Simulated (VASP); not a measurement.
Wanted: the native input for a VASP 6.6.1 run.

* Task: single point
* Functional: PBE
* Potentials or basis: VASP PAW PBE potentials, release 64 (K_sv)
* Cutoff: 520 eV
* k mesh: 9 × 9 × 9
* Occupations: methfessel-paxton, width 0.3 eV
* Spin: no spin polarisation
* Dipole correction: no
* Further INCAR settings: ALGO = Normal; EDIFF = 1e-07; NBANDS = 10

The structure of K lies in POSCAR:

```
K
1.0
   -2.6417142217      2.6417142217      2.6417142217
    2.6417142217     -2.6417142217      2.6417142217
    2.6417142217      2.6417142217     -2.6417142217
K
1
Direct
    0.0000000000      0.0000000000      0.0000000000
```

One way to write it, as run:

INCAR

```
ALGO = Normal
EDIFF = 1E-7
ENCUT = 520
GGA = PE
ISIF = 2
ISMEAR = 1
LASPH = True
LCHARG = True
LELF = True
LREAL = False
LVHAR = True
LWAVE = False
NBANDS = 10
NELM = 100
PREC = Accurate
SIGMA = 0.3
```

KPOINTS

```
k-points
0
Gamma
  9 9 9
```

Potentials or basis: VASP PAW PBE potentials, release 64 (K_sv).

Launch:

```bash
$ cat potpaw_PBE.64/K_sv/POTCAR > POTCAR
$ mpirun -np 1 vasp_std > vasp.out
```

It gave:

```
Pressure               : 0.0 GPa
Band gap on the k mesh : zero (an odd number of electrons rules out a gap without spin polarisation)
```

Caveat: so wide a smearing shifts energies and pressures.

Run time: 40 s on 1 thread of AMD EPYC 7R13 (shared host), peak memory 0.17 GiB.
